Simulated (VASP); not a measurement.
A run of VASP 6.6.1:

The input INCAR:

```
  PREC = Accurate
  ENCUT = 520
  EDIFF = 1E-6
  ISMEAR = 1
  SIGMA = 0.054
  LREAL = F
  LASPH = T
  NELM = 80
  ALGO = Normal
  ISIF = 2
  LWAVE = F
  LCHARG = F
  GGA = CA
  NBANDS = 21
```

The input KPOINTS:

```
regular mesh
0
Gamma
  6 6 4
```

Contents of POSCAR:

```
Ge
1.0
    1.4880529250     -2.5946896100      0.0000000000
    1.4880529250      2.5946896100      0.0000000000
    0.0000000000      0.0000000000      4.7275957900
Ge
2
Direct
    0.6665533700      0.3334466300      0.2500000000
    0.3334466300      0.6665533700      0.7500000000
```

Potentials or basis: VASP PAW LDA potentials, release 64 (Ge_d).

Run with:

```sh
$ cat potpaw_LDA.64/Ge_d/POTCAR > POTCAR
$ mpirun -np 1 vasp_std > vasp.out
```

Hardware: 1 thread of AMD EPYC 7R43 64-Core Processor (Zen 3) (shared host).

Problem. Estimate the wall time of this run.

Solution. Wall time 25 s on 1 thread of AMD EPYC 7R43 64-Core Processor (Zen 3), on a shared host, peak memory 0.11 GiB. Counts: scf iterations 10, k points 39.
